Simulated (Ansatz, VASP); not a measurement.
## TiO2: VASP beside Ansatz

INCAR

```
SYSTEM = TiO2
PREC = Accurate
ENCUT = 520
EDIFF = 1E-6
ISMEAR = 0
SIGMA = 0.05
LREAL = .FALSE.
LASPH = .TRUE.
NELM = 150
ALGO = Normal
ISIF = 2
LWAVE = .FALSE.
LCHARG = .FALSE.
LMAXMIX = 4
LDAU = .TRUE.
LDAUTYPE = 2
LDAUL = 2 -1
LDAUU = 4 0
LDAUJ = 0 0
LDAUPRINT = 1
GGA = PE
NBANDS = 33
```

The input KPOINTS:

```
Automatic mesh
0
G
  6 6 10
  0 0 0
```

Contents of POSCAR:

```
TiO2
1.0
    4.6403824120      0.0000000000      0.0000000000
    0.0000000000      4.6403824120      0.0000000000
    0.0000000000      0.0000000000      3.0063836717
Ti O
2 4
Direct
    0.0000000000      0.0000000000      0.0166764453
    0.5000000000      0.5000000000      0.5166764453
    0.3056475955      0.3056475955     -0.0249469157
    0.1943524045      0.8056475955      0.4750530843
    0.6943524045      0.6943524045     -0.0249469157
    0.8056475955      0.1943524045      0.4750530843
```

Input for Ansatz:

```yaml
crystal:
  lattice:
    - [4.640382412, 0.0, 0.0]
    - [0.0, 4.640382412, 0.0]
    - [0.0, 0.0, 3.0063836717]
  atoms:
    - { symbol: Ti, position: [0.0, 0.0, 0.0166764453] }
    - { symbol: Ti, position: [0.5, 0.5, 0.5166764453] }
    - { symbol: O, position: [0.3056475955, 0.3056475955, -0.0249469157] }
    - { symbol: O, position: [0.1943524045, 0.8056475955, 0.4750530843] }
    - { symbol: O, position: [0.6943524045, 0.6943524045, -0.0249469157] }
    - { symbol: O, position: [0.8056475955, 0.1943524045, 0.4750530843] }
basis:
  ecutwfc: 420
kpoints:
  mp_grid: { grid: [6, 6, 10] }
hamiltonian:
  xc: pbe
  hubbard: { sites: [{ species: Ti, l: d, u_eff: 4.0 }] }
scf:
  occupations: { method: gaussian, width: 0.05 }
output:
  forces: true
  stress: true
  eigenvalues: true
```

Change from the starting cell: mode 8 (209.9 1/cm) frozen in, largest displacement +0.075 Å.

Alike in both runs: task single point; functional PBE; k mesh 6 × 6 × 10; occupations gaussian, width 0.05 eV; no spin polarisation; Hubbard terms Ti d U = 4.0 eV.

|  | VASP | Ansatz |
| --- | --- | --- |
| version | VASP 6.6.1 | Ansatz 0.2.0 |
| potentials or method | VASP PAW PBE potentials, release 64 (Ti_sv, O), cutoff 520 eV | scalar-relativistic, plane waves, PAW |
| valence electrons in the cell | 48 | 48 |

Ansatz gave:

| Property | Result |
| --- | --- |
| gap on the k mesh at the Fermi level (eV) | 2.47 |
| least direct gap on the mesh (eV) | 2.63 |
| pressure (GPa) | 2.0 |
| traceless stress, the component that is largest in VASP (GPa) | 0.60 |
| rms of the force components (eV/Å) | 0.231 |

**Question.** Which values does VASP return?

**Answer.** gap on the k mesh at the Fermi level (eV): 2.51; least direct gap on the mesh (eV): 2.65; pressure (GPa): 6.3; traceless stress, the component that is largest in VASP (GPa): 1.24; rms of the force components (eV/Å): 0.416.

The programs project onto different local orbitals, so the same U acts differently, and such runs can settle in different states. Atom by atom the forces differ by 0.186 eV/Å (rms over components).
